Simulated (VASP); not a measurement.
# Ca (P6_3/mmc) in VASP: a series of runs

Ca is run at these levels: PBEsol; tasks: relaxation of cell and atoms.

Program: VASP 6.6.1. These are calculated values, not measurements. Logs are shortened: lines on timing, memory, paths and dates and some standing lists are left out, and cuts for length are marked.

## (1) The cell of the first run

The structure is hexagonal, space group P6_3/mmc (No. 194). The conventional cell has a = 3.980 Å, b = 3.980 Å, c = 6.520 Å, α = 90.00°, β = 90.00°, γ = 120.00°. Ca (site symmetry -6m2) has 12 Ca at 3.98 to 3.99 Å within 5.2 Å.

This isn't the form of Ca at room conditions, which is fcc.

## (2) Relaxation of cell and atoms, PBEsol, target pressure 10 GPa, at which the enthalpy is minimised

File INCAR:

```
PREC     = Accurate       # precision mode
ENCUT    = 600            # plane-wave cutoff, eV
EDIFF    = 1E-6           # SCF threshold, eV
ISMEAR   = -1             # smearing method
SIGMA    = 0.05           # smearing width, eV
LREAL    = F              # projectors in reciprocal space
LASPH    = T              # aspherical terms in the spheres
NELM     = 80             # most SCF steps
ALGO     = Fast           # electronic algorithm
ISIF     = 3              # what is computed and relaxed
LWAVE    = F              # write WAVECAR
LCHARG   = F              # write CHGCAR
GGA      = PS             # functional
IBRION   = 2              # ionic algorithm
NSW      = 60             # ionic steps
EDIFFG   = -0.01          # ionic threshold
PSTRESS  = 100.0
```

File KPOINTS:

```
regular mesh
0
Gamma
  8 8 4
```

File POSCAR:

```
Ca
1.0
    3.9800000000      0.0000000000      0.0000000000
   -1.9900000000      3.4467811071      0.0000000000
    0.0000000000      0.0000000000      6.5200000000
Ca
2
Direct
    0.6666666667      0.3333333333      0.7500000000
    0.3333333333      0.6666666667      0.2500000000
```

Potentials or basis: VASP PAW PBE potentials, release 64 (Ca_sv).

Launch:

```bash
$ cat potpaw_PBE.64/Ca_sv/POTCAR > POTCAR
$ mpirun -np 1 vasp_std > vasp.out
```

OUTCAR:

```text
PREC = Accurate
   ENCUT = 600
   EDIFF = 1E-6
   ISMEAR = -1
   LREAL = F
   LASPH = T
   NELM = 80
   ISIF = 3
   GGA = PS
   IBRION = 2
   NSW = 60
   EDIFFG = -0.01
   PSTRESS = 100.0

 ion  position               nearest neighbor table
   1  0.667  0.333  0.750-
   2  0.333  0.667  0.250-

  LATTYP: Found a hexagonal cell.
 ALAT       =     3.9800000000
 C/A-ratio  =     1.6381909548

  Lattice vectors:

 A1 = (   3.9800000000,   0.0000000000,   0.0000000000)
 A2 = (  -1.9900000000,   3.4467811071,   0.0000000000)
 A3 = (   0.0000000000,   0.0000000000,   6.5200000000)

Analysis of symmetry for initial positions (statically):
=====================================================================
 Subroutine PRICEL returns:
 Original cell was already a primitive cell.

 Routine SETGRP: Setting up the symmetry group for a
 hexagonal supercell.

 Subroutine GETGRP returns: Found 24 space group operations
 (whereof 12 operations were pure point group operations)
 out of a pool of 24 trial point group operations.

The static configuration has the point symmetry D_3d.
 The point group associated with its full space group is D_6h.

Analysis of symmetry for dynamics (positions and initial velocities):
=====================================================================
 Subroutine PRICEL returns:
 Original cell was already a primitive cell.

 Routine SETGRP: Setting up the symmetry group for a
 hexagonal supercell.

 Subroutine GETGRP returns: Found 24 space group operations
 (whereof 12 operations were pure point group operations)
 out of a pool of 24 trial point group operations.

The dynamic configuration has the point symmetry D_3d.
 The point group associated with its full space group is D_6h.

 Subroutine INISYM returns: Found 24 space group operations
 (whereof 12 operations are pure point group operations),
 and found     1 'primitive' translations

----------------------------------------------------------------------------------------

                                     Primitive cell

  volume of cell :      89.4426

  direct lattice vectors                    reciprocal lattice vectors
     3.980000000  0.000000000  0.000000000     0.251256281  0.145062882  0.000000000
    -1.990000000  3.446781107  0.000000000     0.000000000  0.290125763  0.000000000
     0.000000000  0.000000000  6.520000000     0.000000000  0.000000000  0.153374233

  length of vectors
     3.980000000  3.980000000  6.520000000     0.290125763  0.290125763  0.153374233

  position of ions in fractional coordinates (direct lattice)
     0.666666667  0.333333333  0.750000000
     0.333333333  0.666666667  0.250000000

  ion indices of the primitive-cell ions
   primitive index   ion index
                 1           1
                 2           2

----------------------------------------------------------------------------------------

 KPOINTS: regular mesh

Automatic generation of k-mesh.
 Grid dimensions read from file:
 generate k-points for:    8    8    4

 Generating k-lattice:

  Cartesian coordinates                     Fractional coordinates (reciprocal lattice)
     0.031407035  0.018132860  0.000000000     0.125000000  0.000000000  0.000000000
     0.000000000  0.036265720  0.000000000     0.000000000  0.125000000  0.000000000
     0.000000000  0.000000000  0.038343558     0.000000000  0.000000000  0.250000000

  Length of vectors
     0.036265720  0.036265720  0.038343558

  Shift w.r.t. Gamma in fractional coordinates (k-lattice)
     0.000000000  0.000000000  0.000000000

 Subroutine IBZKPT returns following result:
 ===========================================

 Found     30 irreducible k-points:

 Following reciprocal coordinates:
            Coordinates               Weight
  0.000000  0.000000  0.000000      1.000000
  0.125000 -0.000000  0.000000      6.000000
  0.250000 -0.000000  0.000000      6.000000
  0.375000  0.000000  0.000000      6.000000
  0.500000 -0.000000  0.000000      3.000000
  0.125000  0.125000  0.000000      6.000000
[... 16 lines left out ...]
  0.250000 -0.000000  0.500000      6.000000
  0.375000  0.000000  0.500000      6.000000
 [... further k-points ...]
   k-points           NKPTS =     30   k-points in BZ     NKDIM =     30   number of bands    NBANDS=     14
   number of dos      NEDOS =    301   number of ions     NIONS =      2
   total plane-waves  NPLWV =  55296
   dimension x,y,z NGX =    32 NGY =   32 NGZ =   54
   dimension x,y,z NGXF=    64 NGYF=   64 NGZF=  108
   ions per type =               2
   NGX,Y,Z   is equivalent  to a cutoff of  13.37, 13.37, 13.77 a.u.
   NGXF,Y,Z  is equivalent  to a cutoff of  26.73, 26.73, 27.54 a.u.
 SYSTEM =  unknown system
   PREC   = accura    normal or accurate (medium, high low for compatibility)
   ISTART =      0    job   : 0-new  1-cont  2-samecut
   ICHARG =      2    charge: 1-file 2-atom 10-const
   ISPIN  =      1    spin polarized calculation?
   LNONCOLLINEAR =      F non collinear calculations
   LSORBIT =      F    spin-orbit coupling
   LASPH  =      T    aspherical Exc in radial PAW
   ENCUT  =  600.0 eV  44.10 Ry    6.64 a.u.   7.95  7.95 13.02*2*pi/ulx,y,z
   NELM   =     80;   NELMIN=  2; NELMDL= -5     # of ELM steps
   EDIFF  = 0.1E-05   stopping-criterion for ELM
   LREAL  =      F    real-space projection
   EDIFFG = -.1E-01   stopping-criterion for IOM
   NSW    =     60    number of steps for IOM
   IBRION =      2    ionic relax: 0-MD 1-quasi-New 2-CG
   NFREE  =      1    steps in history (QN), initial steepest desc. (CG)
   ISIF   =      3    stress and relaxation
   ISYM   =      2    0-nonsym 1-usesym 2-fastsym
   POTIM  = 0.5000    time-step for ionic-motion
   TEBEG  =    0.0;   TEEND  =   0.0 temperature during run
   PSTRESS=  100.0 pullay stress
   NELECT =      20.0000    total number of electrons
   NUPDOWN=      -1.0000    fix difference up-down
   EMIN   =  10.00;   EMAX   =-10.00  energy-range for DOS
   EFERMI =   0.00;   METHOD = LEGACY
   ISMEAR =    -1;   SIGMA  =   0.05  broadening in eV -4-tet -1-fermi 0-gaus
   EFERMI_NEDOS =   21; number of points for ismear=-14 and -15
   IALGO  =     68    algorithm
   IMIX   =      4    mixing-type and parameters
     AMIX     =   0.40;   BMIX     =  1.00
     AMIX_MAG =   1.60;   BMIX_MAG =  1.00
  volume/ion in A,a.u.               =      44.72       301.79
  Fermi-wavevector in a.u.,A,eV,Ry     =   0.993657  1.877740 13.433783  0.987355
  Thomas-Fermi vector in A             =   2.125555
   LORBIT       =      0    0 simple, 1 ext, 2 COOP (PROOUT), +10 PAW based schemes
   GGA     = PS    functional components
   LHFCALC =     F    Hartree Fock is set to
   AEXX    =    0.0000 exact exchange contribution
   IVDW    =     0    specifies the selected vdW correction
   LEPSILON=     F    determine dielectric tensor
   LRPA    =     F    only Hartree local field effects (RPA)
 conjugate gradient relaxation of ions
 non-spin polarized calculation
 RMM-DIIS sequential band-by-band and
  energy-cutoff  :      600.00
  volume of cell :       89.44
 maximum number of plane-waves:      3016
 NGX is ok and might be reduce to    32
   NGX = 15   NGY = 15   NGZ = 27

--------------------------------------- Ionic step        1  -------------------------------------------

 number of electron      20.0000003 magnetization

 Free energy of the ion-electron system (eV)
  ---------------------------------------------------
  ext. energy  EPLUGINS =         0.00000000
  ---------------------------------------------------
  free energy    TOTEN  =        -4.23739645 eV

  energy without entropy =       -4.22099498  energy(sigma->0) =       -4.22919571

 E-fermi :   1.7012     XC(G=0):  -7.6284

 val. band max:        1.6124763072   @ k =   0.3750   0.2500   0.5000
 cond. band min:       1.7497427496   @ k =   0.2500   0.1250   0.0000
 fundamental gap:      0.1372664424
 Fermi energy:         1.7011967005

 k-point     1 :       0.0000    0.0000    0.0000
  band No.  band energies     occupation
      1     -40.3036      2.00000
      2     -40.2932      2.00000
      3     -21.4079      2.00000
      4     -21.3205      2.00000
      5     -21.3205      2.00000
      6     -21.3049      2.00000
      7     -21.3049      2.00000
      8     -21.2956      2.00000
      9      -2.2616      2.00000
     10       0.6712      2.00000
     11       1.4642      1.98269
     12       3.8928      0.00000
     13       3.9082      0.00000
     14       3.9486      0.00000
[... 377 lines left out ...]
      1     -40.2924      2.00000
      2     -40.2924      2.00000
      3     -21.4005      2.00000
      4     -21.4005      2.00000
      5     -21.3308      2.00000
      6     -21.3308      2.00000
      7     -21.3285      2.00000
      8     -21.3285      2.00000
      9       0.3622      2.00000
     10       0.3622      2.00000
     11       2.3009      0.00001
     12       2.3009      0.00001
     13       3.1851      0.00000
     14       3.1852      0.00000

 [... further k-points ...]
[... 5 lines left out ...]
  --------------------------------------------------------------------------------------
  -------------------------------------------------------------------------------------
  Total       -0.8322067     -0.8322067     -0.6942071      0.0000000      0.0000000      0.0000000
  in kB      -14.9072463    -14.9072463    -12.4352710      0.0000000      0.0000000      0.0000000
  external PRESSURE =    -114.0832545 kB  Pullay stress =     100.0000000 kB
[... 97 lines left out ...]
  energy  without entropy=       -3.6401825019  energy(sigma->0) =       -3.64894562

  enthalpy is  TOTEN    =        -0.0446415342 eV   P V=        3.6130672043

[... ionic steps 4 to 12 ...]

--------------------------------------- Ionic step       13  -------------------------------------------

 number of electron      20.0000002 magnetization

------------------------ aborting loop because EDIFF is reached ----------------------------------------
[... 71 lines left out ...]
--------------------------------------- Ionic step       15  -------------------------------------------

 number of electron      20.0000002 magnetization

 Free energy of the ion-electron system (eV)
  ---------------------------------------------------
  ext. energy  EPLUGINS =         0.00000000
  ---------------------------------------------------
  free energy    TOTEN  =        -3.67119203 eV

  energy without entropy =       -3.65364231  energy(sigma->0) =       -3.66241717

 E-fermi :   3.5745     XC(G=0):  -9.0968

 val. band max:        3.5495581991   @ k =   0.3750   0.1250   0.0000
 cond. band min:       3.5840534386   @ k =   0.2500   0.1250   0.0000
 fundamental gap:      0.0344952394
 Fermi energy:         3.5744811900

 k-point     1 :       0.0000    0.0000    0.0000
  band No.  band energies     occupation
      1     -37.4389      2.00000
      2     -37.3665      2.00000
      3     -18.8048      2.00000
      4     -18.3658      2.00000
      5     -18.3658      2.00000
      6     -18.3032      2.00000
      7     -18.3032      2.00000
      8     -18.2969      2.00000
      9      -1.0461      2.00000
     10       2.3501      2.00000
     11       3.9546      0.00100
     12       6.3052      0.00000
     13       6.3460      0.00000
     14       6.3460      0.00000
[... 377 lines left out ...]
      1     -37.3598      2.00000
      2     -37.3598      2.00000
      3     -18.7433      2.00000
      4     -18.7433      2.00000
      5     -18.4308      2.00000
      6     -18.4308      2.00000
      7     -18.4124      2.00000
      8     -18.4124      2.00000
      9       2.2145      2.00000
     10       2.2145      2.00000
     11       4.3384      0.00000
     12       4.3384      0.00000
     13       5.4068      0.00000
     14       5.4068      0.00000

 [... further k-points ...]
[... 5 lines left out ...]
  --------------------------------------------------------------------------------------
  -------------------------------------------------------------------------------------
  Total        3.6370052      3.6370052      3.6410267      0.0000000      0.0000000      0.0000000
  in kB      100.2924235    100.2924236    100.4033206      0.0000000      0.0000000      0.0000000
  external PRESSURE =       0.3293892 kB  Pullay stress =     100.0000000 kB
[... 21 lines left out ...]
  energy  without entropy=       -3.6536423143  energy(sigma->0) =       -3.66241717

  enthalpy is  TOTEN    =        -0.0447913072 eV   P V=        3.6264007272

 reached required accuracy - stopping structural energy minimisation
```

Run time: 7.9 min. Hardware: 1 thread of Intel Xeon 8259CL, shared host; peak memory 0.25 GiB.

Results:

* Free energy: -3.6712 eV
* Relaxed volume: 29.05 Å³/atom
* Relaxed cell: a = 3.444 Å, b = 3.444 Å, c = 5.658 Å, α = 90.00°, β = 90.00°, γ = 120.00°
* Space group after relaxing (to 0.1 Å): P6_3/mmc (No. 194)
* Energy change on relaxing (the run minimises the enthalpy): +283.1 meV/atom
* Ionic steps: 15
* Pressure after relaxing: 10.0 GPa
* Band gap on the k mesh: zero (bands 10 and 11 overlap by 0.19 eV)

Step by step:
| step | energy change (eV) | largest force (eV/Å) | pressure (GPa) | volume (Å³) |
| --- | --- | --- | --- | --- |
| 1 | 0.0000 | 0.0000 | -1.41 | 89.44 |
| 2 | 0.8459 | 0.0000 | 13.23 | 54.23 |
| 3 | 0.5797 | 0.0000 | 10.19 | 57.89 |
| 4 | 0.5458 | 0.0000 | 9.79 | 58.43 |
| 5 | 0.5460 | 0.0000 | 9.78 | 58.43 |
| 6 | 0.5467 | 0.0000 | 9.79 | 58.42 |
| 7 | 0.5467 | 0.0000 | 9.80 | 58.42 |
| 8 | 0.5468 | 0.0000 | 9.80 | 58.41 |
| 9 | 0.5470 | 0.0000 | 9.79 | 58.41 |
| 10 | 0.5473 | 0.0000 | 9.81 | 58.41 |
| 11 | 0.5479 | 0.0000 | 9.82 | 58.40 |
| 12 | 0.5491 | 0.0000 | 9.82 | 58.38 |
| 13 | 0.5515 | 0.0000 | 9.87 | 58.34 |
| 14 | 0.5564 | 0.0000 | 9.93 | 58.26 |
| 15 | 0.5662 | 0.0000 | 10.03 | 58.10 |

Final structure:
```cif
data_structure
_symmetry_space_group_name_H-M 'P 1'
_symmetry_Int_Tables_number 1
_cell_length_a 3.4435
_cell_length_b 3.4435
_cell_length_c 5.6579
_cell_angle_alpha 90.000
_cell_angle_beta 90.000
_cell_angle_gamma 120.000
_cell_volume 58.10
loop_
_atom_site_label
_atom_site_type_symbol
_atom_site_fract_x
_atom_site_fract_y
_atom_site_fract_z
_atom_site_occupancy
Ca1 Ca 0.66667 0.33333 0.75000 1
Ca2 Ca 0.33333 0.66667 0.25000 1
```

Caveat: the cell is relaxed towards a set pressure, so the run minimises the enthalpy, not the energy; the volume moved by over 15 % at a fixed basis, so the end points are rough; the PAW data sets were made with another functional, which shifts forces and pressure a little.

[end of part 1 of 2]
